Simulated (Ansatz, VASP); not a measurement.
One calculation of Pd, two programs

INCAR

```
PREC = Accurate
ENCUT = 520
EDIFF = 1E-6
ISMEAR = -1
SIGMA = 0.1
LREAL = False
LASPH = True
NELM = 100
ALGO = Normal
ISIF = 2
LWAVE = False
LCHARG = False
NBANDS = 11
```

The input KPOINTS:

```
Automatic mesh
0
Gamma
  17 17 17
```

File POSCAR:

```
Pd
1.0
    0.0000000000      1.8122309754      1.8122309754
    1.8122309754      0.0000000000      1.8122309754
    1.8122309754      1.8122309754      0.0000000000
Pd
1
Direct
    0.0000000000      0.0000000000      0.0000000000
```

Input for Ansatz:

```yaml
crystal:
  lattice:
    - [0.0, 1.8122309754, 1.8122309754]
    - [1.8122309754, 0.0, 1.8122309754]
    - [1.8122309754, 1.8122309754, 0.0]
  atoms:
    - { symbol: Pd, position: [0.0, 0.0, 0.0] }
kpoints:
  mp_grid: { grid: [17, 17, 17] }
scf:
  occupations: { method: fermi_dirac, width: 0.1 }
hamiltonian:
  xc: lda
  pseudopotentials: { kind: all_electron, lapw: { basis_error: 0.001 } }
output:
  forces: true
  stress: true
  eigenvalues: true
  populations: true
```

Change from the starting cell: volume scaled by 0.84, LAPW.

Alike in both runs: task single point; functional LDA; k mesh 17 × 17 × 17; occupations fermi-dirac, width 0.1 eV; no spin polarisation.

```csv
,VASP,Ansatz
version,VASP 6.6.1,Ansatz 0.2.0
potentials or method,"VASP PAW LDA potentials, release 64 (Pd), cutoff 520 eV","all-electron LAPW, scalar-relativistic"
```

|  | VASP | Ansatz | Ansatz less VASP |
| --- | --- | --- | --- |
| pressure (GPa) | 63.1 | 62.6 | -0.49 |

LDA's correlation is that of Perdew and Zunger in VASP and of Perdew and Wang (1992) in Ansatz. Both programs put the cell under a high pressure, so it lies far from rest at this level. Ansatz ran all-electron here, and VASP with PAW potentials.

Noted on VASP's run: the cell as given lies far from equilibrium.
